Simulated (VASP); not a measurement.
# Au (I4/mmm) in VASP: further runs, part 2 of 2

VASP 6.6.1. Earlier steps stand in the parts before.

**4. Single point, r2SCAN (strain -0.015 along x and y, -0.030 along z)**

File POSCAR:

```
Au
1.0
   -1.6324099650      1.6324099650      1.6075509300
    1.6324099650     -1.6324099650      1.6075509300
    1.6324099650      1.6324099650     -1.6075509300
Au
1
Direct
    0.0000000000      0.0000000000      0.0000000000
```

File INCAR.step1:

```
SYSTEM = Au
ALGO = Normal
EDIFF = 1E-4
ENCUT = 520
GGA = PE
ISMEAR = 0
LASPH = .TRUE.
LCHARG = .FALSE.
LREAL = .FALSE.
LWAVE = .TRUE.
NBANDS = 12
NELM = 60
PREC = Accurate
SIGMA = 0.15
```

File INCAR.step2:

```
SYSTEM = Au
ALGO = Normal
EDIFF = 1E-6
ENCUT = 520
ISIF = 2
ISMEAR = 0
ISTART = 1
LASPH = .TRUE.
LCHARG = .FALSE.
LMIXTAU = .TRUE.
LREAL = .FALSE.
LWAVE = .FALSE.
METAGGA = R2SCAN
NBANDS = 12
NELM = 60
PREC = Accurate
SIGMA = 0.15
```

File KPOINTS:

```
k-points
0
G
  20 20 20
  0 0 0
```

Potentials or basis: VASP PAW PBE potentials, release 64 (Au).

On the command line:

```console
$ cat potpaw_PBE.64/Au/POTCAR > POTCAR
$ cp INCAR.step1 INCAR
$ mpirun -np 1 vasp_std > vasp.out
$ cp INCAR.step2 INCAR
$ mpirun -np 1 vasp_std > vasp.out
```

OUTCAR:

```text
SYSTEM = Au
   EDIFF = 1E-6
   ENCUT = 520
   ISIF = 2
   ISMEAR = 0
   ISTART = 1
   LASPH = .TRUE.
   LREAL = .FALSE.
   METAGGA = R2SCAN
   NELM = 60
   PREC = Accurate

 ion  position               nearest neighbor table
   1  0.000  0.000  0.000-

  LATTYP: Found a body centered tetragonal cell.
 ALAT       =     3.2648199300
 C/A-ratio  =     0.9847715736

  Lattice vectors:

 A1 = (  -1.6324099650,   1.6324099650,   1.6075509300)
 A2 = (   1.6324099650,  -1.6324099650,   1.6075509300)
 A3 = (   1.6324099650,   1.6324099650,  -1.6075509300)

Analysis of symmetry for initial positions (statically):
=====================================================================
 Subroutine PRICEL returns:
 Original cell was already a primitive cell.

 Routine SETGRP: Setting up the symmetry group for a
 body centered tetragonal supercell.

 Subroutine GETGRP returns: Found 16 space group operations
 (whereof 16 operations were pure point group operations)
 out of a pool of 16 trial point group operations.

The static configuration has the point symmetry D_4h.

Analysis of symmetry for dynamics (positions and initial velocities):
=====================================================================
 Subroutine PRICEL returns:
 Original cell was already a primitive cell.

 Routine SETGRP: Setting up the symmetry group for a
 body centered tetragonal supercell.

 Subroutine GETGRP returns: Found 16 space group operations
 (whereof 16 operations were pure point group operations)
 out of a pool of 16 trial point group operations.

The dynamic configuration has the point symmetry D_4h.

 Subroutine INISYM returns: Found 16 space group operations
 (whereof 16 operations are pure point group operations),
 and found     1 'primitive' translations

----------------------------------------------------------------------------------------

                                     Primitive cell

  volume of cell :      17.1350

  direct lattice vectors                    reciprocal lattice vectors
    -1.632409965  1.632409965  1.607550930     0.000000000  0.306295606  0.311032136
     1.632409965 -1.632409965  1.607550930     0.306295606  0.000000000  0.311032136
     1.632409965  1.632409965 -1.607550930     0.306295606  0.306295606  0.000000000

  length of vectors
     2.813137853  2.813137853  2.813137853     0.436529482  0.436529482  0.433167401

  position of ions in fractional coordinates (direct lattice)
     0.000000000  0.000000000  0.000000000

  ion indices of the primitive-cell ions
   primitive index   ion index
                 1           1

----------------------------------------------------------------------------------------

 KPOINTS: k-points

Automatic generation of k-mesh.
 Grid dimensions read from file:
 generate k-points for:   20   20   20

 Generating k-lattice:

  Cartesian coordinates                     Fractional coordinates (reciprocal lattice)
     0.000000000  0.015314780  0.015551607     0.050000000  0.000000000 -0.000000000
     0.015314780  0.000000000  0.015551607     0.000000000  0.050000000 -0.000000000
     0.015314780  0.015314780  0.000000000     0.000000000  0.000000000  0.050000000

  Length of vectors
     0.021826474  0.021826474  0.021658370

  Shift w.r.t. Gamma in fractional coordinates (k-lattice)
     0.000000000  0.000000000  0.000000000

 Subroutine IBZKPT returns following result:
 ===========================================

 Found    641 irreducible k-points:

 Following reciprocal coordinates:
            Coordinates               Weight
  0.000000  0.000000  0.000000      1.000000
  0.050000 -0.000000  0.000000      8.000000
  0.100000 -0.000000  0.000000      8.000000
  0.150000  0.000000  0.000000      8.000000
  0.200000 -0.000000  0.000000      8.000000
  0.250000 -0.000000  0.000000      8.000000
[... 16 lines left out ...]
 -0.400000  0.050000 -0.000000     16.000000
 -0.350000  0.050000  0.000000     16.000000
 [... further k-points ...]
   k-points           NKPTS =    641   k-points in BZ     NKDIM =    641   number of bands    NBANDS=     12
   number of dos      NEDOS =    301   number of ions     NIONS =      1
   total plane-waves  NPLWV =  13824
   dimension x,y,z NGX =    24 NGY =   24 NGZ =   24
   dimension x,y,z NGXF=    48 NGYF=   48 NGZF=   48
   ions per type =               1
   NGX,Y,Z   is equivalent  to a cutoff of  14.18, 14.18, 14.18 a.u.
   NGXF,Y,Z  is equivalent  to a cutoff of  28.37, 28.37, 28.37 a.u.
 SYSTEM =  Au
   PREC   = accura    normal or accurate (medium, high low for compatibility)
   ISTART =      1    job   : 0-new  1-cont  2-samecut
   ICHARG =      0    charge: 1-file 2-atom 10-const
   ISPIN  =      1    spin polarized calculation?
   LNONCOLLINEAR =      F non collinear calculations
   LSORBIT =      F    spin-orbit coupling
   LASPH  =      T    aspherical Exc in radial PAW
   ENCUT  =  520.0 eV  38.22 Ry    6.18 a.u.   5.23  5.23  5.23*2*pi/ulx,y,z
   NELM   =     60;   NELMIN=  2; NELMDL=  0     # of ELM steps
   EDIFF  = 0.1E-05   stopping-criterion for ELM
   LREAL  =      F    real-space projection
   EDIFFG = 0.1E-04   stopping-criterion for IOM
   NSW    =      0    number of steps for IOM
   IBRION =     -1    ionic relax: 0-MD 1-quasi-New 2-CG
   NFREE  =      0    steps in history (QN), initial steepest desc. (CG)
   ISIF   =      2    stress and relaxation
   ISYM   =      2    0-nonsym 1-usesym 2-fastsym
   POTIM  = 0.5000    time-step for ionic-motion
   TEBEG  =    0.0;   TEEND  =   0.0 temperature during run
   PSTRESS=    0.0 pullay stress
   NELECT =      11.0000    total number of electrons
   NUPDOWN=      -1.0000    fix difference up-down
   EMIN   =  10.00;   EMAX   =-10.00  energy-range for DOS
   EFERMI =   0.00;   METHOD = LEGACY
   ISMEAR =     0;   SIGMA  =   0.15  broadening in eV -4-tet -1-fermi 0-gaus
   EFERMI_NEDOS =   21; number of points for ismear=-14 and -15
   IALGO  =     38    algorithm
   IMIX   =      4    mixing-type and parameters
     AMIX     =   0.40;   BMIX     =  1.00
     AMIX_MAG =   1.60;   BMIX_MAG =  1.00
  volume/ion in A,a.u.               =      17.13       115.63
  Fermi-wavevector in a.u.,A,eV,Ry     =   1.412249  2.668764 27.136108  1.994448
  Thomas-Fermi vector in A             =   2.534017
   LORBIT       =      0    0 simple, 1 ext, 2 COOP (PROOUT), +10 PAW based schemes
   METAGGA = R2SCAN    functional components
   LHFCALC =     F    Hartree Fock is set to
   AEXX    =    0.0000 exact exchange contribution
   IVDW    =     0    specifies the selected vdW correction
   LEPSILON=     F    determine dielectric tensor
   LRPA    =     F    only Hartree local field effects (RPA)
 non-spin polarized calculation
 Gauss-broadening in eV      SIGMA  =   0.15
  energy-cutoff  :      520.00
  volume of cell :       17.13
 maximum number of plane-waves:       474
 NGX is ok and might be reduce to    24
   NGX = 11   NGY = 11   NGZ = 11

 number of electron      11.0000002 magnetization

 Free energy of the ion-electron system (eV)
  ---------------------------------------------------
  ext. energy  EPLUGINS =         0.00000000
  ---------------------------------------------------
  free energy    TOTEN  =       -50.56945575 eV

  energy without entropy =      -50.56725094  energy(sigma->0) =      -50.56835334

 E-fermi :   9.3101     XC(G=0): -13.5879

 val. band max:        9.2653632434   @ k =  -0.1000  -0.4500   0.1000
 cond. band min:       9.3291585442   @ k =  -0.2000  -0.4000   0.2000
 fundamental gap:      0.0637953008
 Fermi energy:         9.3101320320

 k-point     1 :       0.0000    0.0000    0.0000
  band No.  band energies     occupation
      1      -0.7800      2.00000
      2       4.0535      2.00000
      3       4.1570      2.00000
      4       4.1570      2.00000
      5       6.0251      2.00000
      6       6.1446      2.00000
      7      26.5726      0.00000
      8      26.5726      0.00000
      9      26.8636      0.00000
     10      34.2613      0.00000
     11      34.2613      0.00000
     12      34.8080      0.00000
[... 331 lines left out ...]
 k-point    24 :      -0.3500    0.0500    0.0000
  band No.  band energies     occupation
      1       1.7776      2.00000
      2       3.2792      2.00000
      3       4.9935      2.00000
      4       5.8814      2.00000
      5       6.2251      2.00000
      6       6.6905      2.00000
      7      18.7032      0.00000
      8      23.6217      0.00000
      9      25.7426      0.00000
     10      30.4047      0.00000
     11      31.4193      0.00000
     12      33.8795      0.00000

 [... further k-points ...]

------------------------ aborting loop because EDIFF is reached ----------------------------------------

  FORCE on cell =-STRESS in cart. coord.  units (eV):
  Direction    XX          YY          ZZ          XY          YZ          ZX
  --------------------------------------------------------------------------------------
  -------------------------------------------------------------------------------------
  Total        0.4864175      0.4864175      0.4909259      0.0000000      0.0000000      0.0000000
  in kB       45.4816868     45.4816868     45.9032420      0.0000000      0.0000000      0.0000000
  external PRESSURE =      45.6222052 kB  Pullay stress =       0.0000000 kB

 VOLUME and BASIS-vectors are now :
 -----------------------------------------------------------------------------
  energy-cutoff  :      520.00
  volume of cell :       17.13
      direct lattice vectors                 reciprocal lattice vectors
    -1.632409965  1.632409965  1.607550930     0.000000000  0.306295606  0.311032136
     1.632409965 -1.632409965  1.607550930     0.306295606  0.000000000  0.311032136
     1.632409965  1.632409965 -1.607550930     0.306295606  0.306295606  0.000000000

 POSITION                                       TOTAL-FORCE (eV/Angst)
 -----------------------------------------------------------------------------------
      0.00000      0.00000      0.00000         0.000000      0.000000      0.000000
 -----------------------------------------------------------------------------------
    total drift:                               -0.000000      0.000000      0.000000

  FREE ENERGIE OF THE ION-ELECTRON SYSTEM (eV)
  ---------------------------------------------------
  free  energy   TOTEN  =       -50.5694557452 eV

  energy  without entropy=      -50.5672509384  energy(sigma->0) =      -50.56835334
```

OUTCAR.step1:

```text
SYSTEM = Au
   EDIFF = 1E-4
   ENCUT = 520
   GGA = PE
   ISMEAR = 0
   LASPH = .TRUE.
[... 579 lines left out ...]
 -----------------------------------------------------------------------------------
      0.00000      0.00000      0.00000         0.000000     -0.000000      0.000000
 -----------------------------------------------------------------------------------
    total drift:                               -0.000000      0.000000     -0.000000

  FREE ENERGIE OF THE ION-ELECTRON SYSTEM (eV)
  ---------------------------------------------------
  free  energy   TOTEN  =        -3.1824586449 eV

  energy  without entropy=       -3.1802220861  energy(sigma->0) =       -3.18134037
```

Run time: 3.9 min. Hardware: 1 thread of Intel Xeon Platinum 8488C (Sapphire Rapids), shared host; peak memory 0.25 GiB.

What came out:

| Property | Result |
| --- | --- |
| Free energy | -50.5695 eV |
| Pressure | 4.6 GPa |
| Band gap on the k mesh | zero (an odd number of electrons rules out a gap without spin polarisation) |

Caveat: the cell differs from its parent crystal (strain -0.015 along x and y, -0.030 along z); the cell stands under pressure; the PAW data sets were made with another functional, which shifts forces and pressure a little; spin-orbit coupling is left out, which moves the levels of the heavy elements.

**5. The runs side by side**

| cell | gap on the mesh (eV) | pressure (GPa) |
| --- | --- | --- |
| a = 2.928 Å, angles 109.9, 109.9, 108.7°, 1 atom | none | -10.5 |
| a = 2.813 Å, angles 110.3, 110.3, 107.8°, 1 atom | none | 4.6 |
| a = 2.813 Å, angles 109.1, 109.1, 110.3°, 1 atom | none | 4.6 |

Alike in all rows: task single point; level r2SCAN; potentials or basis VASP PAW PBE potentials, release 64 (Au); no spin polarisation; k mesh 20 × 20 × 20; cutoff (eV) 520; smearing gaussian 0.15 eV.

Caveats: the PAW data sets were made with another functional, which shifts forces and pressure a little; spin-orbit coupling is left out, which moves the levels of the heavy elements; the cell stands under pressure (at least some runs); the cell stands under tension (at least some runs).

Absolute energies hang on the potentials; compare differences alone.
